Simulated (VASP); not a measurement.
# V (I4/mmm) in VASP: a series of runs, part 2 of 2

VASP 6.6.1. Earlier steps stand in the parts before.

## 5. Single point, PBEsol (strain along c alone, the other axes held: +4.0 %)

Contents of INCAR:

```
  ALGO = Fast
  EDIFF = 1E-6
  ENCUT = 520
  GGA = PS
  ISIF = 2
  ISMEAR = 0
  LASPH = T
  LCHARG = F
  LREAL = F
  LWAVE = F
  NBANDS = 20
  NELM = 100
  PREC = Accurate
  SIGMA = 0.1
```

Contents of KPOINTS:

```
k-points
0
Gamma
  14 14 14
```

Contents of POSCAR:

```
V
1.0
    2.9588544379      0.0000000000      0.0000000000
    0.0000000000      2.9588544379      0.0000000000
    0.0000000000      0.0000000000      3.0772086154
V
2
Direct
    0.0000000000      0.0000000000      0.0000000000
    0.5000000000      0.5000000000      0.5000000000
```

Potentials or basis: VASP PAW PBE potentials, release 64 (V_sv).

Launch:

```sh
> cat potpaw_PBE.64/V_sv/POTCAR > POTCAR
> mpirun -np 1 vasp_std > vasp.out
```

OUTCAR:

```text
EDIFF = 1E-6
   ENCUT = 520
   GGA = PS
   ISIF = 2
   ISMEAR = 0
   LASPH = T
   LREAL = F
   NELM = 100
   PREC = Accurate

 ion  position               nearest neighbor table
   1  0.000  0.000  0.000-   2 2.60   2 2.60   2 2.60   2 2.60   2 2.60   2 2.60   2 2.60   2 2.60

   2  0.500  0.500  0.500-   1 2.60   1 2.60   1 2.60   1 2.60   1 2.60   1 2.60   1 2.60   1 2.60

  LATTYP: Found a simple tetragonal cell.
 ALAT       =     2.9588544379
 C/A-ratio  =     1.0400000000

  Lattice vectors:

 A1 = (   2.9588544379,   0.0000000000,   0.0000000000)
 A2 = (   0.0000000000,   2.9588544379,   0.0000000000)
 A3 = (   0.0000000000,   0.0000000000,   3.0772086154)

Analysis of symmetry for initial positions (statically):
=====================================================================
 Subroutine PRICEL returns following result:

  LATTYP: Found a body centered tetragonal cell.
 ALAT       =     2.9588544379
 C/A-ratio  =     1.0400000000

  Lattice vectors:

 A1 = (  -1.4794272189,  -1.4794272190,  -1.5386043077)
 A2 = (   1.4794272189,   1.4794272190,  -1.5386043077)
 A3 = (   1.4794272189,  -1.4794272189,   1.5386043077)

   2 primitive cells build up your supercell.

 Routine SETGRP: Setting up the symmetry group for a
 simple tetragonal supercell.

 Subroutine GETGRP returns: Found 16 space group operations
 (whereof 16 operations were pure point group operations)
 out of a pool of 16 trial point group operations.

The static configuration has the point symmetry D_4h.

Analysis of symmetry for dynamics (positions and initial velocities):
=====================================================================
 Subroutine PRICEL returns following result:

  LATTYP: Found a body centered tetragonal cell.
 ALAT       =     2.9588544379
 C/A-ratio  =     1.0400000000

[... 126 lines left out ...]
   EMIN   =  10.00;   EMAX   =-10.00  energy-range for DOS
   EFERMI =   0.00;   METHOD = LEGACY
   ISMEAR =     0;   SIGMA  =   0.10  broadening in eV -4-tet -1-fermi 0-gaus
   EFERMI_NEDOS =   21; number of points for ismear=-14 and -15
   IALGO  =     68    algorithm
   IMIX   =      4    mixing-type and parameters
     AMIX     =   0.40;   BMIX     =  1.00
     AMIX_MAG =   1.60;   BMIX_MAG =  1.00
  volume/ion in A,a.u.               =      13.47        90.90
  Fermi-wavevector in a.u.,A,eV,Ry     =   1.617824  3.057244 35.611263  2.617354
  Thomas-Fermi vector in A             =   2.712186
   LORBIT       =      0    0 simple, 1 ext, 2 COOP (PROOUT), +10 PAW based schemes
   GGA     = PS    functional components
   LHFCALC =     F    Hartree Fock is set to
   AEXX    =    0.0000 exact exchange contribution
   IVDW    =     0    specifies the selected vdW correction
   LEPSILON=     F    determine dielectric tensor
   LRPA    =     F    only Hartree local field effects (RPA)
 non-spin polarized calculation
 RMM-DIIS sequential band-by-band and
 Gauss-broadening in eV      SIGMA  =   0.10
  energy-cutoff  :      520.00
  volume of cell :       26.94
 maximum number of plane-waves:       747
 NGX is ok and might be reduce to    24
   NGX = 11   NGY = 11   NGZ = 11

 number of electron      26.0000010 magnetization

 Free energy of the ion-electron system (eV)
  ---------------------------------------------------
  ext. energy  EPLUGINS =         0.00000000
  ---------------------------------------------------
  free energy    TOTEN  =       -19.24364443 eV

  energy without entropy =      -19.22506526  energy(sigma->0) =      -19.23435485

 E-fermi :   9.5659     XC(G=0): -13.0577

 val. band max:        9.5613063561   @ k =   0.1429   0.0714   0.2857
 cond. band min:       9.5676568356   @ k =   0.1429   0.0000   0.3571
 fundamental gap:      0.0063504795
 Fermi energy:         9.5658956927

 k-point     1 :       0.0000    0.0000    0.0000
  band No.  band energies     occupation
      1     -53.9154      2.00000
      2     -53.5765      2.00000
      3     -27.9850      2.00000
      4     -27.9122      2.00000
      5     -27.9122      2.00000
      6     -27.3175      2.00000
[... 541 lines left out ...]
     19      13.2905      0.00000
     20      15.3613      0.00000

 [... further k-points ...]

------------------------ aborting loop because EDIFF is reached ----------------------------------------

  FORCE on cell =-STRESS in cart. coord.  units (eV):
  Direction    XX          YY          ZZ          XY          YZ          ZX
  --------------------------------------------------------------------------------------
  -------------------------------------------------------------------------------------
  Total       -0.8223865     -0.8223865     -1.7232412      0.0000000      0.0000000     -0.0000000
  in kB      -48.9082806    -48.9082806   -102.4831603      0.0000000      0.0000000     -0.0000000
  external PRESSURE =     -66.7665738 kB  Pullay stress =       0.0000000 kB

 VOLUME and BASIS-vectors are now :
 -----------------------------------------------------------------------------
  energy-cutoff  :      520.00
  volume of cell :       26.94
      direct lattice vectors                 reciprocal lattice vectors
     2.958854438  0.000000000  0.000000000     0.337968637  0.000000000  0.000000000
     0.000000000  2.958854438  0.000000000     0.000000000  0.337968637  0.000000000
     0.000000000  0.000000000  3.077208615     0.000000000  0.000000000  0.324969843

 POSITION                                       TOTAL-FORCE (eV/Angst)
 -----------------------------------------------------------------------------------
      0.00000      0.00000      0.00000         0.000000      0.000000     -0.000000
      1.47943      1.47943      1.53860        -0.000000      0.000000      0.000000
 -----------------------------------------------------------------------------------
    total drift:                                0.000000      0.000000     -0.000000

  FREE ENERGIE OF THE ION-ELECTRON SYSTEM (eV)
  ---------------------------------------------------
  free  energy   TOTEN  =       -19.2436444269 eV

  energy  without entropy=      -19.2250652639  energy(sigma->0) =      -19.23435485
```

OSZICAR:

```text
N       E                     dE             d eps       ncg     rms          rms(c)
DAV:   1     0.289353049642E+03    0.28935E+03   -0.15029E+04 11536   0.151E+03
DAV:   2    -0.138690982506E+02   -0.30322E+03   -0.29706E+03 11896   0.476E+02
DAV:   3    -0.223103745142E+02   -0.84413E+01   -0.82443E+01 12484   0.931E+01
DAV:   4    -0.223976116537E+02   -0.87237E-01   -0.86894E-01 11708   0.953E+00
DAV:   5    -0.223986457727E+02   -0.10341E-02   -0.10341E-02 12140   0.107E+00    0.273E+01
RMM:   6    -0.192395935636E+02    0.31591E+01   -0.11798E+01 11528   0.320E+01    0.221E+00
RMM:   7    -0.192604832983E+02   -0.20890E-01   -0.85760E-01 11912   0.526E+00    0.131E+00
RMM:   8    -0.192465129789E+02    0.13970E-01   -0.40782E-02 12006   0.229E+00    0.708E-01
RMM:   9    -0.192436352602E+02    0.28777E-02   -0.78347E-03 12350   0.107E+00    0.224E-01
RMM:  10    -0.192437932393E+02   -0.15798E-03   -0.39380E-03 12205   0.531E-01    0.148E-01
RMM:  11    -0.192436432041E+02    0.15004E-03   -0.72485E-04 11813   0.316E-01    0.118E-02
RMM:  12    -0.192436436678E+02   -0.46361E-06   -0.51639E-05 12583   0.836E-02    0.614E-03
RMM:  13    -0.192436444269E+02   -0.75915E-06   -0.34058E-06  8651   0.226E-02
   1 F= -.19243644E+02 E0= -.19234355E+02  d E =-.185792E-01
```

stdout:

```text
POSCAR found type information on POSCAR V
 POSCAR found :  1 types and       2 ions
 scaLAPACK will be used
 -----------------------------------------------------------------------------
|                                                                             |
|                                                                             |
|     You enforced a specific xc type in the INCAR file but a different       |
|     I HOPE YOU KNOW WHAT YOU ARE DOING!                                     |
|                                                                             |
 -----------------------------------------------------------------------------

 LDA part: xc-table for (Slater+PW92), standard interpolation
 POSCAR, INCAR and KPOINTS ok, starting setup
 FFT: planning ... GRIDC
 FFT: planning ... GRID_SOFT
 FFT: planning ... GRID
 WAVECAR not read
 entering main loop
```

Run time: 2.2 min. Hardware: 1 thread of Intel Xeon 8259CL, shared host; peak memory 0.23 GiB.

What came out:

```
Free energy            : -19.2436 eV
Pressure               : -6.7 GPa
Band gap on the k mesh : zero (bands 13 and 14 overlap by 2.92 eV)
```

Caveat: the cell differs from its parent crystal (strain along c alone, the other axes held: +4.0 %); the stress differs along the axes, from -10 to -5 GPa; the PAW data sets were made with another functional, which shifts forces and pressure a little.

## 6. Single point, PBEsol (strain along c alone, the other axes held: +6.0 %)

Contents of INCAR:

```
  PREC = Accurate
  ENCUT = 520
  EDIFF = 1E-7
  ISMEAR = 0
  SIGMA = 0.1
  LREAL = False
  LASPH = True
  NELM = 100
  ALGO = Fast
  ISIF = 2
  LWAVE = False
  LCHARG = True
  GGA = PS
  LELF = True
  LVHAR = True
  NBANDS = 20
```

Contents of KPOINTS:

```
regular mesh
0
Gamma
  14 14 14
```

Changes to POSCAR since step 5:

```diff
@@ -4,3 +4,3 @@
     0.0000000000      2.9588544379      0.0000000000
-    0.0000000000      0.0000000000      3.0772086154
+    0.0000000000      0.0000000000      3.1363857042
 V
```

Potentials or basis: VASP PAW PBE potentials, release 64 (V_sv).

Launch:

```sh
> cat potpaw_PBE.64/V_sv/POTCAR > POTCAR
> mpirun -np 1 vasp_std > vasp.out
```

OUTCAR:

```text
PREC = Accurate
   ENCUT = 520
   EDIFF = 1E-7
   ISMEAR = 0
   LREAL = False
   LASPH = True
   NELM = 100
   ISIF = 2
   GGA = PS

 ion  position               nearest neighbor table
   1  0.000  0.000  0.000-   2 2.61   2 2.61   2 2.61   2 2.61   2 2.61   2 2.61   2 2.61   2 2.61

   2  0.500  0.500  0.500-   1 2.61   1 2.61   1 2.61   1 2.61   1 2.61   1 2.61   1 2.61   1 2.61

  LATTYP: Found a simple tetragonal cell.
 ALAT       =     2.9588544379
 C/A-ratio  =     1.0600000000

[... 763 lines left out ...]
------------------------ aborting loop because EDIFF is reached ----------------------------------------

  FORCE on cell =-STRESS in cart. coord.  units (eV):
  Direction    XX          YY          ZZ          XY          YZ          ZX
  --------------------------------------------------------------------------------------
  -------------------------------------------------------------------------------------
  Total       -1.2851562     -1.2851562     -2.4977890      0.0000000      0.0000000      0.0000000
  in kB      -74.9876668    -74.9876668   -145.7436598      0.0000000      0.0000000      0.0000000
  external PRESSURE =     -98.5729978 kB  Pullay stress =       0.0000000 kB

 VOLUME and BASIS-vectors are now :
 -----------------------------------------------------------------------------
  energy-cutoff  :      520.00
  volume of cell :       27.46
      direct lattice vectors                 reciprocal lattice vectors
     2.958854438  0.000000000  0.000000000     0.337968637  0.000000000  0.000000000
     0.000000000  2.958854438  0.000000000     0.000000000  0.337968637  0.000000000
     0.000000000  0.000000000  3.136385704     0.000000000  0.000000000  0.318838336

 POSITION                                       TOTAL-FORCE (eV/Angst)
 -----------------------------------------------------------------------------------
      0.00000      0.00000      0.00000         0.000000      0.000000      0.000000
      1.47943      1.47943      1.56819        -0.000000     -0.000000     -0.000000
 -----------------------------------------------------------------------------------
    total drift:                                0.000000      0.000000     -0.000000

  FREE ENERGIE OF THE ION-ELECTRON SYSTEM (eV)
  ---------------------------------------------------
  free  energy   TOTEN  =       -19.2031592958 eV

  energy  without entropy=      -19.1840660615  energy(sigma->0) =      -19.19361268
```

stdout:

```text
POSCAR found type information on POSCAR V
 POSCAR found :  1 types and       2 ions
 scaLAPACK will be used
 -----------------------------------------------------------------------------
|                                                                             |
|                                                                             |
|     You enforced a specific xc type in the INCAR file but a different       |
|     I HOPE YOU KNOW WHAT YOU ARE DOING!                                     |
|                                                                             |
 -----------------------------------------------------------------------------

 LDA part: xc-table for (Slater+PW92), standard interpolation
 POSCAR, INCAR and KPOINTS ok, starting setup
 FFT: planning ... GRIDC
 FFT: planning ... GRID_SOFT
 FFT: planning ... GRID
 WAVECAR not read
 entering main loop
```

It took 2.4 min on 1 thread of Intel Xeon 8259CL, shared host; peak memory 0.24 GiB.

What came out:

```
Free energy            : -19.2032 eV
Pressure               : -9.9 GPa
Band gap on the k mesh : zero (bands 13 and 14 overlap by 2.92 eV)
```

Stress tensor (GPa, compression positive):
```
 -7.50   0.00   0.00
  0.00  -7.50   0.00
  0.00   0.00 -14.57
```

Levels at points of the mesh, in eV from the Fermi level:
| k point | band 10 | band 11 | band 12 | band 13 | band 14 | band 15 | band 16 | band 17 |
| --- | --- | --- | --- | --- | --- | --- | --- | --- |
| (0.00, 0.00, 0.00) | -3.01 | -2.84 | 0.27 | 0.27 | 0.70 | 2.08 | 2.57 | 3.57 |
| (0.50, 0.00, 0.00) | -2.80 | -0.50 | -0.50 | 0.55 | 0.55 | 0.92 | 0.92 | 1.88 |
| (0.50, 0.50, 0.00) | -3.16 | -1.45 | -1.45 | 1.89 | 1.89 | 2.67 | 2.67 | 2.86 |
| (0.00, 0.00, 0.50) | -3.13 | -0.66 | -0.66 | 1.00 | 1.00 | 1.00 | 1.00 | 2.04 |
| (0.50, 0.00, 0.50) | -3.12 | -0.91 | -0.91 | 1.43 | 1.43 | 2.06 | 2.06 | 2.75 |
| (0.50, 0.50, 0.50) | -1.27 | -1.03 | -1.03 | -1.03 | -1.03 | 2.62 | 2.62 | 2.90 |

Caveat: the cell differs from its parent crystal (strain along c alone, the other axes held: +6.0 %); the stress differs along the axes, from -15 to -7 GPa; the PAW data sets were made with another functional, which shifts forces and pressure a little.

## 7. Overview

| cell | further INCAR settings | gap on the mesh (eV) | pressure (GPa) |
| --- | --- | --- | --- |
| a = 2.959, b = 2.959, c = 2.841 Å, 2 atoms | ALGO = Fast; EDIFF = 1e-07; NBANDS = 20 | none | 9.1 |
| a = 2.959, b = 2.959, c = 2.900 Å, 2 atoms | ALGO = Fast; EDIFF = 1e-06; NBANDS = 20 | none | 4.4 |
| a = 2.959, b = 2.959, c = 3.018 Å, 2 atoms | ALGO = Fast; EDIFF = 1e-06; NBANDS = 20 | none | -3.5 |
| a = 2.959, b = 2.959, c = 3.077 Å, 2 atoms | ALGO = Fast; EDIFF = 1e-06; NBANDS = 20 | none | -6.7 |
| a = 2.959, b = 2.959, c = 3.136 Å, 2 atoms | ALGO = Fast; EDIFF = 1e-07; NBANDS = 20 | none | -9.9 |

Alike in all rows: task single point; level PBEsol; potentials or basis VASP PAW PBE potentials, release 64 (V_sv); no spin polarisation; k mesh 14 × 14 × 14; cutoff (eV) 520; smearing gaussian 0.1 eV.

Caveats: the PAW data sets were made with another functional, which shifts forces and pressure a little; the stress differs along the axes, from 7 to 13 GPa (at least some runs); the cell stands under pressure (at least some runs); the cell stands under tension (at least some runs); the stress differs along the axes, from -10 to -5 GPa (at least some runs); the stress differs along the axes, from -15 to -7 GPa (at least some runs).

Total energies depend on the potentials used, so only differences within one code and one set of settings carry meaning.
